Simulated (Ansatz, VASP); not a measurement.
**Na6TeP2: VASP beside Ansatz**

```
Na Te P
1.0
     4.45402    0.00000    0.00000
     0.00000    4.45402    0.00000
     0.00000    0.00000    9.37825
Na Te P
6 1 2
Direct
  0.00000 0.50000 0.34139
  0.50000 0.00000 0.34139
  0.00000 0.50000 0.65861
  0.50000 0.00000 0.65861
  0.50000 0.50000 0.50000
  0.00000 0.00000 0.50000
  0.00000 0.00000 0.00000
  0.50000 0.50000 0.20245
  0.50000 0.50000 0.79755
```

Change from the starting cell: species swapped into the BaCu6As2 type (P4/mmm, No. 123).

Alike in both runs: task relaxation of cell and atoms; functional PBE; k mesh 4 × 4 × 2; occupations gaussian, width 0.1 eV; no spin polarisation.

```csv
,VASP,Ansatz
version,VASP 6.6.1,Ansatz 0.2.0
potentials or method,"VASP PAW PBE potentials, release 64 (Na_pv, Te, P), cutoff 600 eV","scalar-relativistic, plane waves, PAW"
valence electrons in the cell,58,80
```

```tsv
	VASP	Ansatz	Ansatz less VASP
gap on the k mesh at the Fermi level, each at its own relaxed structure (eV)	none	none	-
relaxed volume (Å³/atom)	29.17	29.31	+0.136
relaxed cell length with the largest relative difference (Å)	5.893	5.912	+0.0192
```

A gap of «none» marks a metal or a gap that the smearing closes. VASP's potentials hold 58 valence electrons a cell and Ansatz's 80, so a difference there can come from the potentials and not from the codes.

Neither program's run includes spin-orbit coupling. Noted on VASP's run: the volume moved by over 15 % at a fixed basis, so the end points are rough.
